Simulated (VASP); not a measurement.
# Os in VASP: a series of runs, part 2 of 2

VASP 6.6.1.

## Step 3: Single point, PBE

This run uses another cell than the first one: it holds 1 atom, not 2.

The input, INCAR:

```
PREC = Accurate
ENCUT = 520
EDIFF = 1E-7
ISMEAR = 0
SIGMA = 0.1
LREAL = False
LASPH = True
NELM = 100
ALGO = Fast
ISIF = 2
LWAVE = False
LCHARG = True
GGA = PE
LELF = True
LVHAR = True
NBANDS = 10
```

The input, KPOINTS:

```
regular mesh
0
Gamma
  28 28 28
```

The input, POSCAR:

```
Os
1.0
   -1.3632284454      1.3632284454      1.9279402160
    1.3632284454     -1.3632284454      1.9279402160
    1.3632284454      1.3632284454     -1.9279402160
Os
1
Direct
    0.5000000000      0.5000000000      0.0000000000
```

Potentials or basis: VASP PAW PBE potentials, release 64 (Os).

The run is started by

```bash
cat potpaw_PBE.64/Os/POTCAR > POTCAR
mpirun -np 1 vasp_std > vasp.out
```

OUTCAR:

```text
PREC = Accurate
   ENCUT = 520
   EDIFF = 1E-7
   ISMEAR = 0
   LREAL = False
   LASPH = True
   NELM = 100
   ISIF = 2
   GGA = PE

 ion  position               nearest neighbor table
   1  0.500  0.500  0.000-

  LATTYP: Found a body centered tetragonal cell.
 ALAT       =     2.7264568908
 C/A-ratio  =     1.4142458826

  Lattice vectors:

 A1 = (  -1.3632284454,   1.3632284454,   1.9279402160)
 A2 = (   1.3632284454,  -1.3632284454,   1.9279402160)
 A3 = (   1.3632284454,   1.3632284454,  -1.9279402160)

Analysis of symmetry for initial positions (statically):
=====================================================================
 Subroutine PRICEL returns:
 Original cell was already a primitive cell.

 Routine SETGRP: Setting up the symmetry group for a
 body centered tetragonal supercell.

 Subroutine GETGRP returns: Found 16 space group operations
 (whereof 16 operations were pure point group operations)
 out of a pool of 16 trial point group operations.

The static configuration has the point symmetry D_4h.

Analysis of symmetry for dynamics (positions and initial velocities):
=====================================================================
 Subroutine PRICEL returns:
 Original cell was already a primitive cell.

 Routine SETGRP: Setting up the symmetry group for a
 body centered tetragonal supercell.

 Subroutine GETGRP returns: Found 16 space group operations
 (whereof 16 operations were pure point group operations)
 out of a pool of 16 trial point group operations.

The dynamic configuration has the point symmetry D_4h.

 Subroutine INISYM returns: Found 16 space group operations
 (whereof 16 operations are pure point group operations),
 and found     1 'primitive' translations

----------------------------------------------------------------------------------------

                                     Primitive cell

  volume of cell :      14.3315

  direct lattice vectors                    reciprocal lattice vectors
    -1.363228445  1.363228445  1.927940216     0.000000000  0.366776384  0.259344141
     1.363228445 -1.363228445  1.927940216     0.366776384  0.000000000  0.259344141
     1.363228445  1.363228445 -1.927940216     0.366776384  0.366776384  0.000000000

  length of vectors
     2.726488046  2.726488046  2.726488046     0.449204074  0.449204074  0.518700137

  position of ions in fractional coordinates (direct lattice)
     0.500000000  0.500000000  0.000000000

  ion indices of the primitive-cell ions
   primitive index   ion index
                 1           1

----------------------------------------------------------------------------------------

 KPOINTS: regular mesh

Automatic generation of k-mesh.
 Grid dimensions read from file:
 generate k-points for:   28   28   28

 Generating k-lattice:

  Cartesian coordinates                     Fractional coordinates (reciprocal lattice)
     0.000000000  0.013099157  0.009262291     0.035714286 -0.000000000  0.000000000
     0.013099157  0.000000000  0.009262291    -0.000000000  0.035714286  0.000000000
     0.013099157  0.013099157  0.000000000     0.000000000  0.000000000  0.035714286

  Length of vectors
     0.016043003  0.016043003  0.018525005

  Shift w.r.t. Gamma in fractional coordinates (k-lattice)
     0.000000000  0.000000000  0.000000000

 Subroutine IBZKPT returns following result:
 ===========================================

 Found   1639 irreducible k-points:

 Following reciprocal coordinates:
            Coordinates               Weight
  0.000000  0.000000  0.000000      1.000000
  0.035714  0.000000 -0.000000      8.000000
  0.071429  0.000000 -0.000000      8.000000
  0.107143  0.000000 -0.000000      8.000000
  0.142857  0.000000 -0.000000      8.000000
  0.178571  0.000000 -0.000000      8.000000
[... 16 lines left out ...]
  0.285714  0.035714 -0.000000     16.000000
  0.321429  0.035714 -0.000000     16.000000
 [... further k-points ...]
   k-points           NKPTS =   1639   k-points in BZ     NKDIM =   1639   number of bands    NBANDS=     10
   number of dos      NEDOS =    301   number of ions     NIONS =      1
   total plane-waves  NPLWV =   8000
   dimension x,y,z NGX =    20 NGY =   20 NGZ =   20
   dimension x,y,z NGXF=    40 NGYF=   40 NGZF=   40
   ions per type =               1
   NGX,Y,Z   is equivalent  to a cutoff of  12.19, 12.19, 12.19 a.u.
   NGXF,Y,Z  is equivalent  to a cutoff of  24.39, 24.39, 24.39 a.u.
 SYSTEM =  unknown system
   PREC   = accura    normal or accurate (medium, high low for compatibility)
   ISTART =      0    job   : 0-new  1-cont  2-samecut
   ICHARG =      2    charge: 1-file 2-atom 10-const
   ISPIN  =      1    spin polarized calculation?
   LNONCOLLINEAR =      F non collinear calculations
   LSORBIT =      F    spin-orbit coupling
   LASPH  =      T    aspherical Exc in radial PAW
   ENCUT  =  520.0 eV  38.22 Ry    6.18 a.u.   5.07  5.07  5.07*2*pi/ulx,y,z
   NELM   =    100;   NELMIN=  2; NELMDL= -5     # of ELM steps
   EDIFF  = 0.1E-06   stopping-criterion for ELM
   LREAL  =      F    real-space projection
   EDIFFG = 0.1E-05   stopping-criterion for IOM
   NSW    =      0    number of steps for IOM
   IBRION =     -1    ionic relax: 0-MD 1-quasi-New 2-CG
   NFREE  =      0    steps in history (QN), initial steepest desc. (CG)
   ISIF   =      2    stress and relaxation
   ISYM   =      2    0-nonsym 1-usesym 2-fastsym
   POTIM  = 0.5000    time-step for ionic-motion
   TEBEG  =    0.0;   TEEND  =   0.0 temperature during run
   PSTRESS=    0.0 pullay stress
   NELECT =       8.0000    total number of electrons
   NUPDOWN=      -1.0000    fix difference up-down
   EMIN   =  10.00;   EMAX   =-10.00  energy-range for DOS
   EFERMI =   0.00;   METHOD = LEGACY
   ISMEAR =     0;   SIGMA  =   0.10  broadening in eV -4-tet -1-fermi 0-gaus
   EFERMI_NEDOS =   21; number of points for ismear=-14 and -15
   IALGO  =     68    algorithm
   IMIX   =      4    mixing-type and parameters
     AMIX     =   0.40;   BMIX     =  1.00
     AMIX_MAG =   1.60;   BMIX_MAG =  1.00
  volume/ion in A,a.u.               =      14.33        96.71
  Fermi-wavevector in a.u.,A,eV,Ry     =   1.347952  2.547261 24.721454  1.816976
  Thomas-Fermi vector in A             =   2.475661
   LORBIT       =      0    0 simple, 1 ext, 2 COOP (PROOUT), +10 PAW based schemes
   GGA     = PE    functional components
   LHFCALC =     F    Hartree Fock is set to
   AEXX    =    0.0000 exact exchange contribution
   IVDW    =     0    specifies the selected vdW correction
   LEPSILON=     F    determine dielectric tensor
   LRPA    =     F    only Hartree local field effects (RPA)
 non-spin polarized calculation
 RMM-DIIS sequential band-by-band and
 Gauss-broadening in eV      SIGMA  =   0.10
  energy-cutoff  :      520.00
  volume of cell :       14.33
 maximum number of plane-waves:       396
   NGX = 11   NGY = 11   NGZ = 11

 number of electron       8.0000000 magnetization

 Free energy of the ion-electron system (eV)
  ---------------------------------------------------
  ext. energy  EPLUGINS =         0.00000000
  ---------------------------------------------------
  free energy    TOTEN  =       -11.11432589 eV

  energy without entropy =      -11.11030780  energy(sigma->0) =      -11.11231685

 E-fermi :   8.9755     XC(G=0): -13.9168

 val. band max:        8.9754806191   @ k =  -0.3214   0.4286   0.3214
 cond. band min:       8.9769582238   @ k =  -0.3571   0.2500   0.0357
 fundamental gap:      0.0014776047
 Fermi energy:         8.9755257181

 k-point     1 :       0.0000    0.0000    0.0000
  band No.  band energies     occupation
      1      -1.6216      2.00000
      2       6.0892      2.00000
      3       6.0895      2.00000
      4       6.0895      2.00000
      5       9.0291      0.44836
      6       9.0295      0.44486
      7      23.2538      0.00000
      8      28.9308      0.00000
      9      28.9316      0.00000
     10      28.9316      0.00000
[... 287 lines left out ...]
 k-point    24 :       0.3214    0.0357   -0.0000
  band No.  band energies     occupation
      1       1.3961      2.00000
      2       6.1617      2.00000
      3       6.2799      2.00000
      4       6.3216      2.00000
      5       9.8203      0.00000
      6      10.4217      0.00000
      7      21.1011      0.00000
      8      24.9562      0.00000
      9      31.3689      0.00000
     10      32.8620      0.00000

 [... further k-points ...]

------------------------ aborting loop because EDIFF is reached ----------------------------------------

  FORCE on cell =-STRESS in cart. coord.  units (eV):
  Direction    XX          YY          ZZ          XY          YZ          ZX
  --------------------------------------------------------------------------------------
  -------------------------------------------------------------------------------------
  Total       -0.0085541     -0.0085541     -0.0091466      0.0000000     -0.0000000      0.0000000
  in kB       -0.9562985     -0.9562985     -1.0225354      0.0000000     -0.0000000      0.0000000
  external PRESSURE =      -0.9783775 kB  Pullay stress =       0.0000000 kB

 VOLUME and BASIS-vectors are now :
 -----------------------------------------------------------------------------
  energy-cutoff  :      520.00
  volume of cell :       14.33
      direct lattice vectors                 reciprocal lattice vectors
    -1.363228445  1.363228445  1.927940216     0.000000000  0.366776384  0.259344141
     1.363228445 -1.363228445  1.927940216     0.366776384  0.000000000  0.259344141
     1.363228445  1.363228445 -1.927940216     0.366776384  0.366776384  0.000000000

 POSITION                                       TOTAL-FORCE (eV/Angst)
 -----------------------------------------------------------------------------------
      0.00000      0.00000      1.92794        -0.000000      0.000000      0.000000
 -----------------------------------------------------------------------------------
    total drift:                               -0.000000     -0.000000      0.000000

  FREE ENERGIE OF THE ION-ELECTRON SYSTEM (eV)
  ---------------------------------------------------
  free  energy   TOTEN  =       -11.1143258887 eV

  energy  without entropy=      -11.1103078033  energy(sigma->0) =      -11.11231685
```

stdout:

```text
POSCAR found type information on POSCAR Os
 POSCAR found :  1 types and       1 ions
 scaLAPACK will be used
 LDA part: xc-table for (Slater+PW92), standard interpolation
 POSCAR, INCAR and KPOINTS ok, starting setup
 FFT: planning ... GRIDC
 FFT: planning ... GRID_SOFT
 FFT: planning ... GRID
 WAVECAR not read
 entering main loop
```

It took 4.4 min on 1 thread of Oxide Virtual Turin-like, shared host; peak memory 0.31 GiB.

Results:

| Quantity | Value |
| --- | --- |
| Free energy | -11.1143 eV |
| Pressure | -0.1 GPa |
| Band gap on the k mesh | zero (bands 4 and 5 overlap by 3.83 eV) |

Caveat: spin-orbit coupling is left out, which moves the levels of the heavy elements.

## Step 4: Relaxation of cell and atoms, PBE

This run uses another cell than the first one: it holds 1 atom, not 2.

The input, INCAR:

```
ALGO     = Fast           # electronic algorithm
EDIFF    = 1E-6           # SCF threshold, eV
EDIFFG   = -0.01          # ionic threshold
ENCUT    = 600            # plane-wave cutoff, eV
GGA      = PE             # functional
IBRION   = 2              # ionic algorithm
ISIF     = 3              # what is computed and relaxed
ISMEAR   = 0              # smearing method
LASPH    = T              # aspherical terms in the spheres
LCHARG   = F              # write CHGCAR
LREAL    = F              # projectors in reciprocal space
LWAVE    = F              # write WAVECAR
NELM     = 80             # most SCF steps
NSW      = 100            # ionic steps
PREC     = Accurate       # precision mode
SIGMA    = 0.1            # smearing width, eV
```

The input, KPOINTS:

```
k-points
0
Gamma
  28 28 28
```

The input, POSCAR:

```
Os
1.0
   -1.3690459048      1.3690459048      1.9126652295
    1.3690459048     -1.3690459048      1.9126652295
    1.3690459048      1.3690459048     -1.9126652295
Os
1
Direct
    0.5000000000      0.5000000000      0.0000000000
```

The run is started by

```bash
cat potpaw_PBE.64/Os/POTCAR > POTCAR
mpirun -np 1 vasp_std > vasp.out
```

Wall time 11 min (1 thread of Oxide Virtual Turin-like, shared host); peak memory 0.37 GiB.

It converged, with:

```yaml
Free_energy: -11.1152 eV
Relaxed_volume: 14.33 Å³/atom
Relaxed_cell: a = 2.726 Å, b = 2.726 Å, c = 2.726 Å, α = 120.00°, β = 120.00°, γ = 90.00°
Space_group_after_relaxing_to_0.1_Å: Fm-3m (No. 225)
Energy_gained_by_relaxing: 1.3 meV/atom
Ionic_steps: 5
Pressure_after_relaxing: 0.0 GPa
Band_gap_on_the_k_mesh: zero (bands 4 and 5 overlap by 3.83 eV)
```

The path:
| step | energy change (eV) | largest force (eV/Å) | pressure (GPa) | volume (Å³) |
| --- | --- | --- | --- | --- |
| 1 | 0.0000 | 0.0000 | -0.08 | 14.34 |
| 2 | -0.0012 | 0.0000 | 0.28 | 14.32 |
| 3 | -0.0013 | 0.0000 | 0.15 | 14.33 |
| 4 | -0.0013 | 0.0000 | -0.56 | 14.35 |
| 5 | -0.0013 | 0.0000 | 0.00 | 14.33 |

Final structure:
```
CELL_PARAMETERS angstrom
-1.36330 1.36330 1.92783
1.36330 -1.36330 1.92783
1.36330 1.36330 -1.92783
ATOMIC_POSITIONS crystal
Os 0.50000 0.50000 0.00000
```

Levels at points of the mesh, in eV from the Fermi level:
| k point | band 2 | band 3 | band 4 | band 5 | band 6 | band 7 |
| --- | --- | --- | --- | --- | --- | --- |
| (0.00, 0.00, 0.00) | -2.89 | -2.89 | -2.89 | 0.05 | 0.05 | 14.28 |
| (0.50, 0.00, 0.00) | -3.04 | -3.04 | -0.20 | 2.38 | 2.38 | 8.73 |
| (0.50, 0.50, 0.00) | -6.65 | 2.32 | 2.34 | 3.05 | 3.05 | 12.14 |
| (0.50, 0.50, 0.50) | -6.65 | 2.32 | 2.34 | 3.05 | 3.05 | 12.14 |

Caveat: spin-orbit coupling is left out, which moves the levels of the heavy elements.

## Step 5: Summary

| task | cell | k mesh | cutoff (eV) | gap on the mesh (eV) | pressure (GPa) |
| --- | --- | --- | --- | --- | --- |
| single point | a = 2.738, b = 2.738, c = 3.825 Å, 2 atoms, atomic positions A | 6 × 6 × 6 | 520 | none | -0.1 |
| single point | a = 2.726 Å, angles 120.0, 120.0, 90.0°, 1 atom, atomic positions B | 28 × 28 × 28 | 520 | none | -0.1 |
| relaxation of cell and atoms | relaxed from a = 2.722 Å, angles 119.6, 119.6, 90.7°, 1 atom, atomic positions B | 28 × 28 × 28 | 600 | none | 0.0 |

Alike in all rows: level PBE; potentials or basis VASP PAW PBE potentials, release 64 (Os); no spin polarisation; smearing gaussian 0.1 eV.

Caveats: some runs use coarse meshes; spin-orbit coupling is left out, which moves the levels of the heavy elements.

Total energies depend on the potentials used, so only differences within one code and one set of settings carry meaning.

The gap in the log of VASP goes by the Fermi energy; the results here count the filled bands.